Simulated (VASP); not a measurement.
# SbAs2 in VASP: further runs

SbAs2 is run at these levels: PBE; tasks: single point.

Everything below comes from runs of VASP 6.6.1. Logs are shortened: lines on timing, memory, paths and dates and some standing lists are left out, and cuts for length are marked.

**1. The cell of the first run**

The cell holds a sheet with vacuum, 3 atoms: a = 3.744 Å, b = 3.744 Å, c = 31.001 Å, α = 90.00°, β = 90.00°, γ = 90.00°.

The cell was generated, and may not be a known phase.

**2. Single point, PBE**

The input, INCAR:

```
ALGO = Normal ; DIPOL = 0.5 0.5 0.274
EDIFF = 1E-7 ; ENCUT = 520
GGA = PE ; IDIPOL = 3
ISIF = 2 ; ISMEAR = 0
LASPH = T ; LCHARG = F
LDIPOL = T ; LREAL = F
LWAVE = F ; NBANDS = 14
NELM = 100 ; PREC = Accurate
SIGMA = 0.1
```

The input, KPOINTS:

```
k-points
0
Gamma
  12 12 1
```

The input, POSCAR:

```
SbAs2
1.0
    3.7444060557      0.0000000000      0.0000000000
    0.0000000000      3.7444060557      0.0000000000
    0.0000000000      0.0000000000     31.0010687500
Sb As
1 2
Direct
    0.0000000000      0.0000000000      0.2741840957
    0.0000000000      0.5000000000      0.2160151757
    0.5000000000      0.0000000000      0.3323530156
```

Potentials or basis: VASP PAW PBE potentials, release 64 (Sb, As).

Run with:

```console
cat potpaw_PBE.64/Sb/POTCAR potpaw_PBE.64/As/POTCAR > POTCAR
mpirun -np 1 vasp_std > vasp.out
```

OUTCAR:

```text
EDIFF = 1E-7
   ENCUT = 520
   GGA = PE
   ISIF = 2
   ISMEAR = 0
   LASPH = T
   LREAL = F
   NELM = 100
   PREC = Accurate

 ion  position               nearest neighbor table
   1  0.000  0.000  0.274-   3 2.60   3 2.60   2 2.60   2 2.60
   2  0.000  0.500  0.216-   1 2.60   1 2.60
   3  0.500  0.000  0.332-   1 2.60   1 2.60

  LATTYP: Found a simple tetragonal cell.
 ALAT       =     3.7444060557
 C/A-ratio  =     8.2793020545

  Lattice vectors:

 A1 = (   3.7444060557,   0.0000000000,   0.0000000000)
 A2 = (   0.0000000000,   3.7444060557,   0.0000000000)
 A3 = (   0.0000000000,   0.0000000000,  31.0010687500)

Analysis of symmetry for initial positions (statically):
=====================================================================
 Subroutine PRICEL returns:
 Original cell was already a primitive cell.

 Routine SETGRP: Setting up the symmetry group for a
 simple tetragonal supercell.

 Subroutine GETGRP returns: Found  8 space group operations
 (whereof  4 operations were pure point group operations)
 out of a pool of 16 trial point group operations.

The static configuration has the point symmetry C_2v.
 The point group associated with its full space group is D_2d.

Analysis of symmetry for dynamics (positions and initial velocities):
=====================================================================
 Subroutine PRICEL returns:
 Original cell was already a primitive cell.

 Routine SETGRP: Setting up the symmetry group for a
 simple tetragonal supercell.

 Subroutine GETGRP returns: Found  8 space group operations
 (whereof  4 operations were pure point group operations)
 out of a pool of 16 trial point group operations.

The dynamic configuration has the point symmetry C_2v.
 The point group associated with its full space group is D_2d.

 Subroutine INISYM returns: Found  8 space group operations
 (whereof  4 operations are pure point group operations),
 and found     1 'primitive' translations

----------------------------------------------------------------------------------------

                                     Primitive cell

  volume of cell :     434.6529

  direct lattice vectors                    reciprocal lattice vectors
     3.744406056  0.000000000  0.000000000     0.267065053  0.000000000  0.000000000
     0.000000000  3.744406056  0.000000000     0.000000000  0.267065053  0.000000000
     0.000000000  0.000000000 31.001068750     0.000000000  0.000000000  0.032256952

  length of vectors
     3.744406056  3.744406056 31.001068750     0.267065053  0.267065053  0.032256952

  position of ions in fractional coordinates (direct lattice)
     0.000000000  0.000000000  0.274184096
     0.000000000  0.500000000  0.216015176
     0.500000000  0.000000000  0.332353016

  ion indices of the primitive-cell ions
   primitive index   ion index
                 1           1
                 2           2
                 3           3

----------------------------------------------------------------------------------------

 KPOINTS: k-points

Automatic generation of k-mesh.
 Grid dimensions read from file:
 generate k-points for:   12   12    1

 Generating k-lattice:

  Cartesian coordinates                     Fractional coordinates (reciprocal lattice)
     0.022255421  0.000000000  0.000000000     0.083333333  0.000000000  0.000000000
     0.000000000  0.022255421  0.000000000     0.000000000  0.083333333  0.000000000
     0.000000000  0.000000000  0.032256952     0.000000000  0.000000000  1.000000000

  Length of vectors
     0.022255421  0.022255421  0.032256952

  Shift w.r.t. Gamma in fractional coordinates (k-lattice)
     0.000000000  0.000000000  0.000000000

 Subroutine IBZKPT returns following result:
 ===========================================

 Found     28 irreducible k-points:

 Following reciprocal coordinates:
            Coordinates               Weight
  0.000000  0.000000  0.000000      1.000000
  0.083333  0.000000  0.000000      4.000000
  0.166667  0.000000  0.000000      4.000000
  0.250000  0.000000  0.000000      4.000000
  0.333333  0.000000  0.000000      4.000000
  0.416667  0.000000  0.000000      4.000000
[... 16 lines left out ...]
  0.333333  0.333333  0.000000      4.000000
  0.416667  0.333333  0.000000      8.000000
 [... further k-points ...]
   k-points           NKPTS =     28   k-points in BZ     NKDIM =     28   number of bands    NBANDS=     14
   number of dos      NEDOS =    301   number of ions     NIONS =      3
   total plane-waves  NPLWV = 188160
   dimension x,y,z NGX =    28 NGY =   28 NGZ =  240
   dimension x,y,z NGXF=    56 NGYF=   56 NGZF=  480
   ions per type =               1   2
   NGX,Y,Z   is equivalent  to a cutoff of  12.43, 12.43, 12.87 a.u.
   NGXF,Y,Z  is equivalent  to a cutoff of  24.86, 24.86, 25.74 a.u.
 SYSTEM =  unknown system
   PREC   = accura    normal or accurate (medium, high low for compatibility)
   ISTART =      0    job   : 0-new  1-cont  2-samecut
   ICHARG =      2    charge: 1-file 2-atom 10-const
   ISPIN  =      1    spin polarized calculation?
   LNONCOLLINEAR =      F non collinear calculations
   LSORBIT =      F    spin-orbit coupling
   LASPH  =      T    aspherical Exc in radial PAW
   ENCUT  =  520.0 eV  38.22 Ry    6.18 a.u.   6.96  6.96 57.64*2*pi/ulx,y,z
   NELM   =    100;   NELMIN=  2; NELMDL= -5     # of ELM steps
   EDIFF  = 0.1E-06   stopping-criterion for ELM
   LREAL  =      F    real-space projection
   EDIFFG = 0.1E-05   stopping-criterion for IOM
   NSW    =      0    number of steps for IOM
   IBRION =     -1    ionic relax: 0-MD 1-quasi-New 2-CG
   NFREE  =      0    steps in history (QN), initial steepest desc. (CG)
   ISIF   =      2    stress and relaxation
   ISYM   =      2    0-nonsym 1-usesym 2-fastsym
   POTIM  = 0.5000    time-step for ionic-motion
   TEBEG  =    0.0;   TEEND  =   0.0 temperature during run
   PSTRESS=    0.0 pullay stress
   NELECT =      15.0000    total number of electrons
   NUPDOWN=      -1.0000    fix difference up-down
   EMIN   =  10.00;   EMAX   =-10.00  energy-range for DOS
   EFERMI =   0.00;   METHOD = LEGACY
   ISMEAR =     0;   SIGMA  =   0.10  broadening in eV -4-tet -1-fermi 0-gaus
   EFERMI_NEDOS =   21; number of points for ismear=-14 and -15
   IALGO  =     38    algorithm
   IMIX   =      4    mixing-type and parameters
     AMIX     =   0.40;   BMIX     =  1.00
     AMIX_MAG =   1.60;   BMIX_MAG =  1.00
  volume/ion in A,a.u.               =     144.88       977.73
  Fermi-wavevector in a.u.,A,eV,Ry     =   0.532997  1.007217  3.865216  0.284085
  Thomas-Fermi vector in A             =   1.556740
   LORBIT       =      0    0 simple, 1 ext, 2 COOP (PROOUT), +10 PAW based schemes
   GGA     = PE    functional components
   LHFCALC =     F    Hartree Fock is set to
   AEXX    =    0.0000 exact exchange contribution
   IVDW    =     0    specifies the selected vdW correction
   LEPSILON=     F    determine dielectric tensor
   LRPA    =     F    only Hartree local field effects (RPA)
 non-spin polarized calculation
 Gauss-broadening in eV      SIGMA  =   0.10
  energy-cutoff  :      520.00
  volume of cell :      434.65
 maximum number of plane-waves:     11770
 NGX is ok and might be reduce to    28
   NGX = 13   NGY = 13   NGZ =115

 dipolmoment           0.000000      0.000000     -0.000002 electrons x Angstroem

 number of electron      15.0000002 magnetization

 dipolmoment           0.000000      0.000000      0.000007 electrons x Angstroem

 Free energy of the ion-electron system (eV)
  ---------------------------------------------------
  ext. energy  EPLUGINS =         0.00000000
  ---------------------------------------------------
  free energy    TOTEN  =       -12.15954215 eV

  energy without entropy =      -12.15156282  energy(sigma->0) =      -12.15555248

 E-fermi :  -2.6417     XC(G=0):  -2.1931

 val. band max:       -2.6493241071   @ k =   0.0833   0.0000   0.0000
 cond. band min:      -2.6138695205   @ k =   0.5000   0.1667   0.0000
 fundamental gap:      0.0354545866
 Fermi energy:        -2.6417412610

 k-point     1 :       0.0000    0.0000    0.0000
  band No.  band energies     occupation
      1     -16.0596      2.00000
      2     -13.9425      2.00000
      3      -9.7143      2.00000
      4      -4.9954      2.00000
      5      -4.8241      2.00000
      6      -4.8241      2.00000
      7      -2.2499      0.00000
      8      -2.2499      0.00000
      9      -1.9008      0.00000
     10      -1.2992      0.00000
     11       1.1728      0.00000
     12       1.3773      0.00000
     13       1.4299      0.00000
     14       1.4299      0.00000

 k-point     2 :       0.0833    0.0000    0.0000
  band No.  band energies     occupation
      1     -16.0045      2.00000
      2     -13.9101      2.00000
      3      -9.7338      2.00000
      4      -5.2961      2.00000
      5      -4.9982      2.00000
      6      -4.7861      2.00000
      7      -2.6493      1.08540
      8      -2.2179      0.00000
      9      -1.7125      0.00000
     10      -0.8380      0.00000
     11       0.9478      0.00000
     12       1.3410      0.00000
     13       1.4144      0.00000
     14       1.5974      0.00000
[... 343 lines left out ...]
      1     -14.4085      2.00000
      2     -13.2087      2.00000
      3     -10.9619      2.00000
      4      -7.2839      2.00000
      5      -6.2260      2.00000
      6      -5.6463      2.00000
      7      -4.3436      2.00000
      8      -3.7103      2.00000
      9      -1.8028      0.00000
     10      -0.5399      0.00000
     11      -0.1028      0.00000
     12       2.3467      0.00000
     13       2.3679      0.00000
     14       3.4869      0.00000

 k-point    24 :       0.4167    0.3333    0.0000
  band No.  band energies     occupation
      1     -14.0535      2.00000
      2     -13.1235      2.00000
      3     -11.3305      2.00000
      4      -7.3311      2.00000
      5      -6.2712      2.00000
      6      -5.7114      2.00000
      7      -4.5083      2.00000
      8      -3.8183      2.00000
      9      -2.0302      0.00000
     10      -0.5985      0.00000
     11      -0.3085      0.00000
     12       2.1159      0.00000
     13       2.1872      0.00000
     14       3.7477      0.00000

 [... further k-points ...]

------------------------ aborting loop because EDIFF is reached ----------------------------------------

 vacuum level on the upper side and lower side of the slab       (xc-potential included)        -0.006        -0.006

  FORCE on cell =-STRESS in cart. coord.  units (eV):
  Direction    XX          YY          ZZ          XY          YZ          ZX
  --------------------------------------------------------------------------------------
  -------------------------------------------------------------------------------------
  Total        0.0234499      0.0234499      0.0497867      0.0000000      0.0000000      0.0000000
  in kB        0.0864389      0.0864389      0.1835191      0.0000000      0.0000000      0.0000000
  external PRESSURE =       0.1187990 kB  Pullay stress =       0.0000000 kB

 VOLUME and BASIS-vectors are now :
 -----------------------------------------------------------------------------
  energy-cutoff  :      520.00
  volume of cell :      434.65
      direct lattice vectors                 reciprocal lattice vectors
     3.744406056  0.000000000  0.000000000     0.267065053  0.000000000  0.000000000
     0.000000000  3.744406056  0.000000000     0.000000000  0.267065053  0.000000000
     0.000000000  0.000000000 31.001068750     0.000000000  0.000000000  0.032256952

 POSITION                                       TOTAL-FORCE (eV/Angst)
 -----------------------------------------------------------------------------------
      0.00000      0.00000      8.50000         0.000000      0.000000      0.000000
      0.00000      1.87220      6.69670         0.000000      0.000000     -0.014459
      1.87220      0.00000     10.30330         0.000000      0.000000      0.014459
 -----------------------------------------------------------------------------------
    total drift:                                0.000000      0.000000      0.000047

  FREE ENERGIE OF THE ION-ELECTRON SYSTEM (eV)
  ---------------------------------------------------
  free  energy   TOTEN  =       -12.1595421487 eV

  energy  without entropy=      -12.1515628206  energy(sigma->0) =      -12.15555248

 vacuum level on the upper side and lower side of the slab         1.733         1.733
```

It took 2.2 min on 1 thread of Intel Xeon 6975P-C (Granite Rapids), shared host; peak memory 0.55 GiB.

What came out:

- Free energy: -12.1595 eV
- Largest force: 0.014 eV/Å
- Band gap on the k mesh: zero (an odd number of electrons rules out a gap without spin polarisation)

Forces in eV/Å, atoms in the order of the input:
```
Sb   0.000  0.000  0.000
As   0.000  0.000 -0.014
As   0.000  0.000  0.014
```

Caveat: spin-orbit coupling is left out, which moves the levels of the heavy elements; an odd number of electrons without spin polarisation forces a metal; a magnetic or distorted state may lie lower.

**3. Single point, PBE**

The input, INCAR:

```
ALGO = Normal ; DIPOL = 0.5 0.5 0.274
EDIFF = 1E-7 ; ENCUT = 520
GGA = PE ; IDIPOL = 3
ISIF = 2 ; ISMEAR = 0
LASPH = True ; LCHARG = False
LDIPOL = True ; LREAL = False
LWAVE = False ; NBANDS = 14
NELM = 60 ; PREC = Accurate
SIGMA = 0.1
```

KPOINTS is that of step 2.

The input, POSCAR:

```
SbAs2
1.0
    3.7444388922      0.0000000000      0.0000000000
    0.0000000000      3.7444388922      0.0000000000
    0.0000000000      0.0000000000     31.0010687500
Sb As
1 2
Direct
    0.0000000000      0.0000000000      0.2741840957
    0.0000000000      0.5000000000      0.2161073900
    0.5000000000      0.0000000000      0.3322608013
```

Potentials or basis: VASP PAW PBE potentials, release 64 (Sb, As).

Run with:

```console
cat potpaw_PBE.64/Sb/POTCAR potpaw_PBE.64/As/POTCAR > POTCAR
mpirun -np 1 vasp_std > vasp.out
```

Wall time 2.1 min (1 thread of Intel Xeon 6975P-C (Granite Rapids), shared host); peak memory 0.57 GiB.

It converged, with:

```
Free energy            : -12.1594 eV
Largest force          : 0.046 eV/Å
Band gap on the k mesh : zero (an odd number of electrons rules out a gap without spin polarisation)
```

Forces in eV/Å, atoms in the order of the input:
```
Sb   0.000  0.000  0.000
As   0.000  0.000 -0.046
As   0.000  0.000  0.046
```

Levels at points of the mesh, in eV from the Fermi level:
```tsv
k point	band 3	band 4	band 5	band 6	band 7	band 8	band 9	band 10	band 11	band 12
(0.00, 0.00, 0.00)	-7.06	-2.35	-2.19	-2.19	0.39	0.39	0.75	1.34	3.82	4.02
(0.50, 0.00, 0.00)	-8.39	-4.49	-3.46	-1.86	-1.54	0.84	0.99	2.72	2.90	3.43
(0.50, 0.50, 0.00)	-9.75	-4.85	-3.30	-3.30	-2.29	-1.54	0.36	1.87	1.87	4.65
```

Caveat: spin-orbit coupling is left out, which moves the levels of the heavy elements; an odd number of electrons without spin polarisation forces a metal; a magnetic or distorted state may lie lower.

The gap in the log of VASP goes by the Fermi energy; the results here count the filled bands.